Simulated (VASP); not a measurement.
Input of a VASP 6.6.1 run:

INCAR

```
ALGO     = Normal         # electronic algorithm
EDIFF    = 1E-6           # SCF threshold, eV
ENCUT    = 500            # plane-wave cutoff, eV
GGA      = CA             # functional
GGA_COMPAT= F            
ISIF     = 2              # what is computed and relaxed
ISMEAR   = -1             # smearing method
LASPH    = T              # aspherical terms in the spheres
LCHARG   = T              # write CHGCAR
LELF     = T              # ELF
LREAL    = F              # projectors in reciprocal space
LVHAR    = T            
LWAVE    = F              # write WAVECAR
NBANDS   = 19             # bands
NELM     = 120            # most SCF steps
PREC     = Accurate       # precision mode
SIGMA    = 0.1            # smearing width, eV
```

File KPOINTS:

```
k-points
0
Gamma
  6 6 4
```

POSCAR

```
ZrTi
1.0
    3.1089940000      0.0000000000      0.0000000000
   -1.5544970000      2.6924677842      0.0000000000
    0.0000000000      0.0000000000      4.9204670000
Zr Ti
1 1
Direct
    0.0000000000      0.0000000000      0.0000000000
    0.3333333333      0.6666666667      0.5000000000
```

Potentials or basis: VASP PAW LDA potentials, release 64 (Zr_sv, Ti_sv).

The run is started by

```bash
$ cat potpaw_LDA.64/Zr_sv/POTCAR potpaw_LDA.64/Ti_sv/POTCAR > POTCAR
$ mpirun -np 1 vasp_std > vasp.out
```

Task: Predict the pressure.

Result: -7.5 GPa.

Task: What does it give for the band gap on the k mesh?

Result: Zero (bands 12 and 13 overlap by 0.85 eV).

Caveat: the k points lie up to 0.39 Å⁻¹ apart, too coarse for converged energies and pressures of a metal.
